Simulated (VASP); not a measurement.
# SiC (F-43m) in VASP: notebook

SiC is run at these levels: PBEsol; tasks: elastic constants.

Program: VASP 6.6.1. These are calculated values, not measurements. Logs are shortened: lines on timing, memory, paths and dates and some standing lists are left out, and cuts for length are marked.

### 1 The cell of the first run

It takes space group F-43m (No. 216, cubic). Conventional cell: a = 4.270 Å, b = 4.270 Å, c = 4.270 Å, α = 90.00°, β = 90.00°, γ = 90.00°. Si (site symmetry -43m) has 4 C at 1.85 Å within 2.5 Å. C (site symmetry -43m) has 4 Si at 1.85 Å within 2.5 Å.

### 2 Elastic constants, PBEsol

INCAR reads:

```
PREC     = Accurate       # precision mode
ENCUT    = 600            # plane-wave cutoff, eV
EDIFF    = 1E-8           # SCF threshold, eV
ISMEAR   = 0              # smearing method
SIGMA    = 0.01           # smearing width, eV
LREAL    = False          # projectors in reciprocal space
LASPH    = True           # aspherical terms in the spheres
NELM     = 100            # most SCF steps
ALGO     = Normal         # electronic algorithm
ISIF     = 3              # what is computed and relaxed
LWAVE    = False          # write WAVECAR
LCHARG   = False          # write CHGCAR
GGA      = PS             # functional
IBRION   = 6              # ionic algorithm
NFREE    = 2            
POTIM    = 0.015          # step
NSW      = 1              # ionic steps
```

KPOINTS reads:

```
regular mesh
0
Gamma
  10 10 10
```

POSCAR reads:

```
SiC
1.0
    0.0000000000      2.1351073225      2.1351073225
    2.1351073225      0.0000000000      2.1351073225
    2.1351073225      2.1351073225      0.0000000000
Si C
1 1
Direct
    0.0000000000      0.0000000000      0.0000000000
    0.7500000000      0.7500000000      0.7500000000
```

Potentials or basis: VASP PAW PBE potentials, release 64 (Si, C).

The run is started by

```console
$ cat potpaw_PBE.64/Si/POTCAR potpaw_PBE.64/C/POTCAR > POTCAR
$ mpirun -np 1 vasp_std > vasp.out
```

OUTCAR:

```text
PREC = Accurate
   ENCUT = 600
   EDIFF = 1E-8
   ISMEAR = 0
   LREAL = False
   LASPH = True
   NELM = 100
   ISIF = 3
   GGA = PS
   IBRION = 6
   NFREE = 2
   POTIM = 0.015
   NSW = 1

 ion  position               nearest neighbor table
   1  0.000  0.000  0.000-   2 1.85   2 1.85   2 1.85   2 1.85
   2  0.750  0.750  0.750-   1 1.85   1 1.85   1 1.85   1 1.85

  LATTYP: Found a face centered cubic cell.
 ALAT       =     4.2702146450

  Lattice vectors:

 A1 = (   0.0000000000,   2.1351073225,   2.1351073225)
 A2 = (   2.1351073225,   0.0000000000,   2.1351073225)
 A3 = (   2.1351073225,   2.1351073225,   0.0000000000)

Analysis of symmetry for initial positions (statically):
=====================================================================
 Subroutine PRICEL returns:
 Original cell was already a primitive cell.

 Routine SETGRP: Setting up the symmetry group for a
 face centered cubic supercell.

 Subroutine GETGRP returns: Found 24 space group operations
 (whereof 24 operations were pure point group operations)
 out of a pool of 48 trial point group operations.

The static configuration has the point symmetry T_d .

Analysis of symmetry for dynamics (positions and initial velocities):
=====================================================================
 Subroutine PRICEL returns:
 Original cell was already a primitive cell.

 Routine SETGRP: Setting up the symmetry group for a
 face centered cubic supercell.

 Subroutine GETGRP returns: Found 24 space group operations
 (whereof 24 operations were pure point group operations)
 out of a pool of 48 trial point group operations.

The dynamic configuration has the point symmetry T_d .

 Subroutine INISYM returns: Found 24 space group operations
 (whereof 24 operations are pure point group operations),
 and found     1 'primitive' translations

----------------------------------------------------------------------------------------

                                     Primitive cell

  volume of cell :      19.4666

  direct lattice vectors                    reciprocal lattice vectors
     0.000000000  2.135107323  2.135107323    -0.234180266  0.234180266  0.234180266
     2.135107323  0.000000000  2.135107323     0.234180266 -0.234180266  0.234180266
     2.135107323  2.135107323  0.000000000     0.234180266  0.234180266 -0.234180266

  length of vectors
     3.019497733  3.019497733  3.019497733     0.405612118  0.405612118  0.405612118

  position of ions in fractional coordinates (direct lattice)
     0.000000000  0.000000000  0.000000000
     0.750000000  0.750000000  0.750000000

  ion indices of the primitive-cell ions
   primitive index   ion index
                 1           1
                 2           2

----------------------------------------------------------------------------------------

 KPOINTS: regular mesh

Automatic generation of k-mesh.
 Grid dimensions read from file:
 generate k-points for:   10   10   10

 Generating k-lattice:

  Cartesian coordinates                     Fractional coordinates (reciprocal lattice)
    -0.023418027  0.023418027  0.023418027     0.100000000  0.000000000  0.000000000
     0.023418027 -0.023418027  0.023418027     0.000000000  0.100000000  0.000000000
     0.023418027  0.023418027 -0.023418027     0.000000000  0.000000000  0.100000000

  Length of vectors
     0.040561212  0.040561212  0.040561212

  Shift w.r.t. Gamma in fractional coordinates (k-lattice)
     0.000000000  0.000000000  0.000000000

 Subroutine IBZKPT returns following result:
 ===========================================

 Found     47 irreducible k-points:

 Following reciprocal coordinates:
            Coordinates               Weight
  0.000000  0.000000  0.000000      1.000000
  0.100000  0.000000  0.000000      8.000000
  0.200000  0.000000  0.000000      8.000000
  0.300000  0.000000  0.000000      8.000000
  0.400000  0.000000  0.000000      8.000000
[... 62 lines left out ...]
   LORBIT       =      0    0 simple, 1 ext, 2 COOP (PROOUT), +10 PAW based schemes
   GGA     = PS    functional components
   LHFCALC =     F    Hartree Fock is set to
   AEXX    =    0.0000 exact exchange contribution
   IVDW    =     0    specifies the selected vdW correction
   LEPSILON=     F    determine dielectric tensor
   LRPA    =     F    only Hartree local field effects (RPA)
 finite differences with symmetry
 non-spin polarized calculation
 Gauss-broadening in eV      SIGMA  =   0.01
  energy-cutoff  :      600.00
  volume of cell :       19.47
 maximum number of plane-waves:       666
   NGX = 13   NGY = 13   NGZ = 13

--------------------------------------- Ionic step        1  -------------------------------------------

 number of electron       7.9999999 magnetization

 Free energy of the ion-electron system (eV)
  ---------------------------------------------------
  ext. energy  EPLUGINS =         0.00000000
  ---------------------------------------------------
  free energy    TOTEN  =       -15.85922203 eV

  energy without entropy =      -15.85922203  energy(sigma->0) =      -15.85922203

------------------------ aborting loop because EDIFF is reached ----------------------------------------

  FORCE on cell =-STRESS in cart. coord.  units (eV):
  Direction    XX          YY          ZZ          XY          YZ          ZX
  --------------------------------------------------------------------------------------
  -------------------------------------------------------------------------------------
  Total        1.8531793      1.8531793      1.8531793     -0.0000000      0.0000000      0.0000000
  in kB      152.5242502    152.5242502    152.5242502     -0.0000000      0.0000000      0.0000000
  external PRESSURE =     152.5242502 kB  Pullay stress =       0.0000000 kB
[... 89 lines left out ...]
  FREE ENERGIE OF THE ION-ELECTRON SYSTEM (eV)
  ---------------------------------------------------
  free  energy   TOTEN  =       -15.8253155492 eV

  energy  without entropy=      -15.8253155492  energy(sigma->0) =      -15.82531555

[... ionic steps 4 to 14 ...]

--------------------------------------- Ionic step       15  -------------------------------------------

 number of electron       7.9999999 magnetization

------------------------ aborting loop because EDIFF is reached ----------------------------------------
[... 67 lines left out ...]
--------------------------------------- Ionic step       17  -------------------------------------------

 number of electron       7.9999999 magnetization

 Free energy of the ion-electron system (eV)
  ---------------------------------------------------
  ext. energy  EPLUGINS =         0.00000000
  ---------------------------------------------------
  free energy    TOTEN  =       -15.85674894 eV

  energy without entropy =      -15.85674894  energy(sigma->0) =      -15.85674894

 E-fermi :   8.9319     XC(G=0): -11.7697

 val. band max:        8.8271025016   @ k =   0.0000   0.0000   0.0000
 cond. band min:       9.9317255370   @ k =   0.5000   0.5000   0.0000
 fundamental gap:      1.1046230354
 Fermi energy:         8.9318894244

 k-point     1 :       0.0000    0.0000    0.0000
  band No.  band energies     occupation
      1      -7.1566      2.00000
      2       8.6836      2.00000
      3       8.7565      2.00000
      4       8.8271      2.00000
      5      15.6558      0.00000
      6      16.4070      0.00000
      7      16.4328      0.00000
      8      16.4602      0.00000
[... 243 lines left out ...]
 k-point    24 :       0.4000    0.3000    0.0000
  band No.  band energies     occupation
      1      -3.8346      2.00000
      2       3.1179      2.00000
      3       5.4248      2.00000
      4       6.0167      2.00000
      5      11.5606      0.00000
      6      14.5197      0.00000
      7      20.9775      0.00000
      8      21.1828      0.00000

 [... further k-points ...]

------------------------ aborting loop because EDIFF is reached ----------------------------------------

  FORCE on cell =-STRESS in cart. coord.  units (eV):
  Direction    XX          YY          ZZ          XY          YZ          ZX
  --------------------------------------------------------------------------------------
  -------------------------------------------------------------------------------------
  Total        1.8523976      1.8593707      1.8593707      0.0000000     -0.1808427      0.0000000
  in kB      152.4599109    153.0338289    153.0338289      0.0000000    -14.8840939      0.0000000
  external PRESSURE =     152.8425229 kB  Pullay stress =       0.0000000 kB
[... 17 lines left out ...]
  FREE ENERGIE OF THE ION-ELECTRON SYSTEM (eV)
  ---------------------------------------------------
  free  energy   TOTEN  =       -15.8567489362 eV

  energy  without entropy=      -15.8567489362  energy(sigma->0) =      -15.85674894

 INTERNAL STRAIN TENSORS FROM STRAINED CELLS
 ============================================

 INTERNAL STRAIN TENSOR FOR ION    1 for displacements in x,y,z  (eV/Angst):
          X           Y           Z          XY          YZ          ZX
  --------------------------------------------------------------------------------
  x    -0.00000    -0.00000     0.00000     0.00000   -12.05123    -0.00000
  y    -0.00000    -0.00000     0.00000     0.00000     0.00000   -12.05130
  z     0.00000    -0.00000    -0.00000   -12.05125     0.00000    -0.00000

 INTERNAL STRAIN TENSORS FROM DISPLACED ATOMS
 ============================================

 INTERNAL STRAIN TENSOR FOR ION    1 for displacements in x,y,z  (eV/Angst):
          X           Y           Z          XY          YZ          ZX
  --------------------------------------------------------------------------------
  x    -0.00000     0.00000     0.00000     0.00000   -12.06802     0.00000
  y     0.00000     0.00000     0.00000     0.00000     0.00000   -12.06802
  z     0.00000     0.00000    -0.00000   -12.06802     0.00000     0.00000

 INTERNAL STRAIN TENSOR FOR ION    2 for displacements in x,y,z  (eV/Angst):
          X           Y           Z          XY          YZ          ZX
  --------------------------------------------------------------------------------
  x     0.00000     0.00000     0.00000     0.00000    12.05452     0.00000
  y     0.00000     0.00000     0.00000     0.00000     0.00000    12.05452
  z     0.00000     0.00000     0.00000    12.05452     0.00000     0.00000

 Eigenvectors and eigenvalues of the dynamical matrix
 ----------------------------------------------------

   1 f  =   25.269133 THz   158.770646 2PiTHz  842.887552 cm-1   104.504690 meV
             X         Y         Z           dx          dy          dz
      0.000000  0.000000  0.000000    -0.547344    0.000000    0.000000
      3.202661  3.202661  3.202661     0.836908    0.000000    0.000000
[... 21 lines left out ...]
   6 f/i=    0.000811 THz     0.005093 2PiTHz    0.027037 cm-1     0.003352 meV
             X         Y         Z           dx          dy          dz
      0.000000  0.000000  0.000000    -0.836908    0.000000    0.000000
      3.202661  3.202661  3.202661    -0.547344    0.000000    0.000000

--------------------------------------------------------------------------------------------------------

 ELASTIC MODULI CONTR FROM IONIC RELAXATION (kBar)
 Direction    XX          YY          ZZ          XY          YZ          ZX
 --------------------------------------------------------------------------------
 XX          -0.0000     -0.0000      0.0000      0.0000     -0.0000      0.0000
 YY          -0.0000     -0.0000      0.0000      0.0000     -0.0000     -0.0000
 ZZ           0.0000      0.0000     -0.0000     -0.0000      0.0000      0.0000
 XY           0.0000      0.0000     -0.0000   -544.7077      0.0000      0.0000
 YZ          -0.0000     -0.0000      0.0000      0.0000   -544.7077      0.0000
 ZX           0.0000     -0.0000      0.0000      0.0000      0.0000   -544.7077
 --------------------------------------------------------------------------------

 TOTAL ELASTIC MODULI (kBar)
 Direction    XX          YY          ZZ          XY          YZ          ZX
 --------------------------------------------------------------------------------
 XX        4302.4907   1784.6134   1784.6134      0.0000     -0.0000     -0.0000
 YY        1784.6134   4302.4907   1784.6134     -0.0000     -0.0000     -0.0000
 ZZ        1784.6134   1784.6134   4302.4907     -0.0000      0.0000      0.0000
 XY           0.0000     -0.0000     -0.0000   2672.6528      0.0000      0.0000
 YZ          -0.0000     -0.0000      0.0000      0.0000   2672.6528      0.0000
 ZX          -0.0000     -0.0000      0.0000      0.0000      0.0000   2672.6528
 --------------------------------------------------------------------------------
```

Wall time 1.7 min (1 thread of Intel Xeon 6975P-C (Granite Rapids), shared host); peak memory 0.23 GiB.

What came out:

* Elastic constants C11, C12, C44: 430, 178, 267 GPa
* Voigt bulk modulus: 262 GPa
* Highest phonon frequency at Γ, LO-TO splitting left out: 843 cm⁻¹

Phonon frequencies in cm⁻¹ (negative: imaginary):
```
              q point        frequencies
(0.000, 0.000, 0.000)  0 0 0 843 843 843
```

Elastic tensor in Voigt notation (GPa, in the Cartesian axes of the cell as first typed):
```
430 178 178   0   0   0
178 430 178   0   0   0
178 178 430   0   0   0
  0   0   0 267   0   0
  0   0   0   0 267   0
  0   0   0   0   0 267
```

Clamped-ion elastic tensor (GPa):
```
430 178 178   0   0   0
178 430 178   0   0   0
178 178 430   0   0   0
  0   0   0 322   0   0
  0   0   0   0 322   0
  0   0   0   0   0 322
```

Caveat: the cell is under stress, which shifts elastic constants; the PAW data sets were made with another functional, which shifts forces and pressure a little.

### 3 Elastic constants, PBEsol

This run uses another cell than the first one, of 9.92 Å³/atom, 1.019 times its volume.

INCAR reads:

```
SYSTEM = SiC
PREC = Accurate
ENCUT = 600
EDIFF = 1E-8
ISMEAR = 0
SIGMA = 0.01
LREAL = .False.
LASPH = .True.
NELM = 60
ALGO = Normal
ISIF = 3
LWAVE = .False.
LCHARG = .False.
GGA = PS
IBRION = 6
NFREE = 2
POTIM = 0.015
NSW = 1
```

KPOINTS reads:

```
Automatic mesh
0
Gamma
  10 10 10
  0 0 0
```

POSCAR reads:

```
SiC
1.0
    0.0000000000      2.1484011783      2.1484011783
    2.1484011783      0.0000000000      2.1484011783
    2.1484011783      2.1484011783      0.0000000000
Si C
1 1
Direct
    0.0000000000      0.0000000000      0.0000000000
    0.7500000000      0.7500000000      0.7500000000
```

Potentials or basis: VASP PAW PBE potentials, release 64 (Si, C).

The run is started by

```console
$ cat potpaw_PBE.64/Si/POTCAR potpaw_PBE.64/C/POTCAR > POTCAR
$ mpirun -np 1 vasp_std > vasp.out
```

Wall time 1.7 min (1 thread of Intel Xeon 6975P-C (Granite Rapids), shared host); peak memory 0.24 GiB.

Results (log left out):

```
Elastic constants C11, C12, C44                         : 417, 165, 260 GPa
Voigt bulk modulus                                      : 249 GPa
Highest phonon frequency at Γ, LO-TO splitting left out : 825 cm⁻¹
```

Phonon frequencies in cm⁻¹ (negative: imaginary):
```
              q point        frequencies
(0.000, 0.000, 0.000)  0 0 0 825 825 825
```

Elastic tensor in Voigt notation (GPa, in the Cartesian axes of the cell as first typed):
```
417 165 165   0   0   0
165 417 165   0   0   0
165 165 417   0   0   0
  0   0   0 260   0   0
  0   0   0   0 260   0
  0   0   0   0   0 260
```

Clamped-ion elastic tensor (GPa):
```
417 165 165   0   0   0
165 417 165   0   0   0
165 165 417   0   0   0
  0   0   0 306   0   0
  0   0   0   0 306   0
  0   0   0   0   0 306
```

Caveat: the cell is under stress, which shifts elastic constants; the PAW data sets were made with another functional, which shifts forces and pressure a little.

[end of part 1 of 2]
